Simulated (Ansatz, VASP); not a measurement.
# Si: VASP beside Ansatz

```
Si
1.0
     0.00000    2.72273    2.72273
     2.72273    0.00000    2.72273
     2.72273    2.72273    0.00000
Si
2
Direct
  0.50000 0.50000 0.50000
  0.75000 0.75000 0.75000
```

Alike in both runs: task single point; functional r2SCAN; k mesh 10 × 10 × 10; occupations methfessel-paxton of order 1, width 0.01 eV; no spin polarisation.

```csv
,VASP,Ansatz
version,VASP 6.6.1,Ansatz 0.2.0
potentials or method,"VASP PAW PBE potentials, release 64 (Si), cutoff 520 eV","plane waves (500 eV) with PAW, scalar-relativistic"
valence electrons in the cell,8,8
```

```csv
,VASP,Ansatz,Ansatz less VASP
pressure (GPa),-0.3,-0.1,+0.24
```

VASP's potentials were made for PBE, not for r2SCAN. With one functional, cell and mesh, what is left measures potentials, basis and numerics.
